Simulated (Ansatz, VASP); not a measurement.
C: VASP beside Ansatz

```
C
1.0
     0.00226    1.75214    1.69863
     1.72886   -0.02796    1.72886
     1.69863    1.75214    0.00226
C
2
Direct
  0.50162 0.47470 0.50162
  0.74838 0.77530 0.74838
```

Alike in both runs: task single point; functional PBE; k mesh 12 × 12 × 12; occupations gaussian, width 0.02 eV; no spin polarisation.

```csv
,VASP,Ansatz
version,VASP 6.6.1,Ansatz 0.2.0
potentials or method,"VASP PAW PBE potentials, release 64 (C), cutoff 520 eV","scalar-relativistic, plane waves, PAW"
valence electrons in the cell,8,8
```

```tsv
	VASP	Ansatz	Ansatz less VASP
gap on the k mesh at the Fermi level (eV)	1.97	1.98	+0.008
least direct gap on the mesh (eV)	2.80	2.80	-0.001
pressure (GPa)	53.7	52.7	-0.99
traceless stress, the component that is largest in VASP (GPa)	-19.34	-19.40	-0.060
rms of the force components (eV/Å)	2.918	2.915	-0.0036
```

Atom by atom the forces differ by 0.004 eV/Å (rms over components). Both programs put the cell under a high pressure, so it lies far from rest at this level.
